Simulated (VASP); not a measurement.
# Rb (I4/mmm) in VASP: single point with LDA

Aim: the single point of Rb with LDA.

Everything below comes from runs of VASP 6.6.1. Logs are shortened: lines on timing, memory, paths and dates and some standing lists are left out, and cuts for length are marked.

## Step 1: The cell of the first run

Symmetry: I4/mmm, No. 139, tetragonal system. Conventional cell: a = 5.850 Å, b = 5.850 Å, c = 5.079 Å, α = 90.00°, β = 90.00°, γ = 90.00°.

## Step 2: Single point, LDA (strained)

The input, INCAR:

```
  ALGO = Normal
  EDIFF = 1E-6
  ENCUT = 520
  GGA = CA
  ISIF = 2
  ISMEAR = 0
  LASPH = True
  LCHARG = False
  LREAL = False
  LWAVE = False
  NBANDS = 10
  NELM = 100
  PREC = Accurate
  SIGMA = 0.1
```

The input, KPOINTS:

```
k-points
0
Gamma
  10 10 10
```

The input, POSCAR:

```
Rb
1.0
   -2.9247599271      2.9247599271      2.5394948727
    2.9247599271     -2.9247599271      2.5394948727
    2.9247599271      2.9247599271     -2.5394948727
Rb
1
Direct
    0.0000000000      0.0000000000      0.0000000000
```

Potentials or basis: VASP PAW LDA potentials, release 64 (Rb_sv).

Launch:

```
$ cat potpaw_LDA.64/Rb_sv/POTCAR > POTCAR
$ mpirun -np 1 vasp_std > vasp.out
```

OUTCAR:

```text
EDIFF = 1E-6
   ENCUT = 520
   GGA = CA
   ISIF = 2
   ISMEAR = 0
   LASPH = True
   LREAL = False
   NELM = 100
   PREC = Accurate

 ion  position               nearest neighbor table
   1  0.000  0.000  0.000-

  LATTYP: Found a body centered tetragonal cell.
 ALAT       =     5.8495198542
 C/A-ratio  =     0.8682746400

  Lattice vectors:

 A1 = (  -2.9247599271,   2.9247599271,   2.5394948727)
 A2 = (   2.9247599271,  -2.9247599271,   2.5394948727)
 A3 = (   2.9247599271,   2.9247599271,  -2.5394948727)

Analysis of symmetry for initial positions (statically):
=====================================================================
 Subroutine PRICEL returns:
 Original cell was already a primitive cell.

 Routine SETGRP: Setting up the symmetry group for a
 body centered tetragonal supercell.

 Subroutine GETGRP returns: Found 16 space group operations
 (whereof 16 operations were pure point group operations)
 out of a pool of 16 trial point group operations.

The static configuration has the point symmetry D_4h.

Analysis of symmetry for dynamics (positions and initial velocities):
=====================================================================
 Subroutine PRICEL returns:
 Original cell was already a primitive cell.

 Routine SETGRP: Setting up the symmetry group for a
 body centered tetragonal supercell.

 Subroutine GETGRP returns: Found 16 space group operations
 (whereof 16 operations were pure point group operations)
 out of a pool of 16 trial point group operations.

The dynamic configuration has the point symmetry D_4h.

 Subroutine INISYM returns: Found 16 space group operations
 (whereof 16 operations are pure point group operations),
 and found     1 'primitive' translations

----------------------------------------------------------------------------------------

                                     Primitive cell

  volume of cell :      86.8936

  direct lattice vectors                    reciprocal lattice vectors
    -2.924759927  2.924759927  2.539494873     0.000000000  0.170954202  0.196889549
     2.924759927 -2.924759927  2.539494873     0.170954202  0.000000000  0.196889549
     2.924759927  2.924759927 -2.539494873     0.170954202  0.170954202  0.000000000

  length of vectors
     4.853604379  4.853604379  4.853604379     0.260750520  0.260750520  0.241765751

  position of ions in fractional coordinates (direct lattice)
     0.000000000  0.000000000  0.000000000

[... 79 lines left out ...]
   IBRION =     -1    ionic relax: 0-MD 1-quasi-New 2-CG
   NFREE  =      0    steps in history (QN), initial steepest desc. (CG)
   ISIF   =      2    stress and relaxation
   ISYM   =      2    0-nonsym 1-usesym 2-fastsym
   POTIM  = 0.5000    time-step for ionic-motion
   TEBEG  =    0.0;   TEEND  =   0.0 temperature during run
   PSTRESS=    0.0 pullay stress
   NELECT =       9.0000    total number of electrons
   NUPDOWN=      -1.0000    fix difference up-down
   EMIN   =  10.00;   EMAX   =-10.00  energy-range for DOS
   EFERMI =   0.00;   METHOD = LEGACY
   ISMEAR =     0;   SIGMA  =   0.10  broadening in eV -4-tet -1-fermi 0-gaus
   EFERMI_NEDOS =   21; number of points for ismear=-14 and -15
   IALGO  =     38    algorithm
   IMIX   =      4    mixing-type and parameters
     AMIX     =   0.40;   BMIX     =  1.00
     AMIX_MAG =   1.60;   BMIX_MAG =  1.00
  volume/ion in A,a.u.               =      86.89       586.39
  Fermi-wavevector in a.u.,A,eV,Ry     =   0.768823  1.452865  8.042253  0.591089
  Thomas-Fermi vector in A             =   1.869679
   LORBIT       =      0    0 simple, 1 ext, 2 COOP (PROOUT), +10 PAW based schemes
   GGA     = CA    functional components
   LHFCALC =     F    Hartree Fock is set to
   AEXX    =    0.0000 exact exchange contribution
   IVDW    =     0    specifies the selected vdW correction
   LEPSILON=     F    determine dielectric tensor
   LRPA    =     F    only Hartree local field effects (RPA)
 non-spin polarized calculation
 Gauss-broadening in eV      SIGMA  =   0.10
  energy-cutoff  :      520.00
  volume of cell :       86.89
 maximum number of plane-waves:      2390
   NGX = 19   NGY = 19   NGZ = 19

 number of electron       9.0000000 magnetization

 Free energy of the ion-electron system (eV)
  ---------------------------------------------------
  ext. energy  EPLUGINS =         0.00000000
  ---------------------------------------------------
  free energy    TOTEN  =        -1.04815008 eV

  energy without entropy =       -1.04266634  energy(sigma->0) =       -1.04540821

 E-fermi :  -0.1359     XC(G=0):  -5.7952

 val. band max:       -0.1371252481   @ k =   0.3000   0.1000   0.1000
 cond. band min:      -0.1200416359   @ k =  -0.2000   0.4000   0.2000
 fundamental gap:      0.0170836122
 Fermi energy:        -0.1359261591

 k-point     1 :       0.0000    0.0000    0.0000
  band No.  band energies     occupation
      1     -28.8802      2.00000
      2     -12.9768      2.00000
      3     -12.9768      2.00000
      4     -12.9727      2.00000
      5      -2.1525      2.00000
      6       3.0534      0.00000
      7       3.8410      0.00000
      8       3.8410      0.00000
      9       3.9805      0.00000
     10       5.0216      0.00000
[... 287 lines left out ...]
 k-point    24 :       0.4000    0.3000    0.0000
  band No.  band energies     occupation
      1     -28.8742      2.00000
      2     -13.0641      2.00000
      3     -13.0442      2.00000
      4     -12.9906      2.00000
      5       0.5075      0.00000
      6       1.1593      0.00000
      7       1.5793      0.00000
      8       3.8889      0.00000
      9       4.4242      0.00000
     10       4.9301      0.00000

 [... further k-points ...]

------------------------ aborting loop because EDIFF is reached ----------------------------------------

  FORCE on cell =-STRESS in cart. coord.  units (eV):
  Direction    XX          YY          ZZ          XY          YZ          ZX
  --------------------------------------------------------------------------------------
  -------------------------------------------------------------------------------------
  Total       -0.1911229     -0.1911229     -0.1259788      0.0000000     -0.0000000      0.0000000
  in kB       -3.5239978     -3.5239978     -2.3228447      0.0000000     -0.0000000      0.0000000
  external PRESSURE =      -3.1236135 kB  Pullay stress =       0.0000000 kB

 VOLUME and BASIS-vectors are now :
 -----------------------------------------------------------------------------
  energy-cutoff  :      520.00
  volume of cell :       86.89
      direct lattice vectors                 reciprocal lattice vectors
    -2.924759927  2.924759927  2.539494873     0.000000000  0.170954202  0.196889549
     2.924759927 -2.924759927  2.539494873     0.170954202  0.000000000  0.196889549
     2.924759927  2.924759927 -2.539494873     0.170954202  0.170954202  0.000000000

 POSITION                                       TOTAL-FORCE (eV/Angst)
 -----------------------------------------------------------------------------------
      0.00000      0.00000      0.00000         0.000000     -0.000000      0.000000
 -----------------------------------------------------------------------------------
    total drift:                               -0.000000     -0.000000      0.000000

  FREE ENERGIE OF THE ION-ELECTRON SYSTEM (eV)
  ---------------------------------------------------
  free  energy   TOTEN  =        -1.0481500799 eV

  energy  without entropy=       -1.0426663399  energy(sigma->0) =       -1.04540821
```

OSZICAR:

```text
N       E                     dE             d eps       ncg     rms          rms(c)
DAV:   1     0.410644860995E+02    0.41064E+02   -0.33459E+03  2040   0.661E+02
DAV:   2     0.151128819576E+01   -0.39553E+02   -0.38695E+02  2270   0.125E+02
DAV:   3    -0.936024737960E+00   -0.24473E+01   -0.24419E+01  2718   0.311E+01
DAV:   4    -0.104740069376E+01   -0.11138E+00   -0.11122E+00  2914   0.562E+00
DAV:   5    -0.104907598882E+01   -0.16753E-02   -0.16690E-02  2714   0.652E-01    0.128E+00
DAV:   6    -0.104824398524E+01    0.83200E-03   -0.21839E-03  2926   0.250E-01    0.767E-01
DAV:   7    -0.104811007674E+01    0.13391E-03   -0.26685E-03  2852   0.275E-01    0.505E-02
DAV:   8    -0.104814291991E+01   -0.32843E-04   -0.11027E-04  2518   0.759E-02    0.180E-02
DAV:   9    -0.104815005596E+01   -0.71361E-05   -0.12441E-05  2754   0.252E-02    0.529E-03
DAV:  10    -0.104815007994E+01   -0.23977E-07   -0.39152E-06  2652   0.109E-02
   1 F= -.10481501E+01 E0= -.10454082E+01  d E =-.548374E-02
```

Wall time 42 s (1 thread of AMD EPYC 7R13 (Zen 3), shared host); peak memory 0.19 GiB.

What came out:

| Item | Value |
| --- | --- |
| Free energy | -1.0482 eV |
| Pressure | -0.3 GPa |
| Band gap on the k mesh | zero (an odd number of electrons rules out a gap without spin polarisation) |

Caveat: the cell differs from its parent crystal (strained).
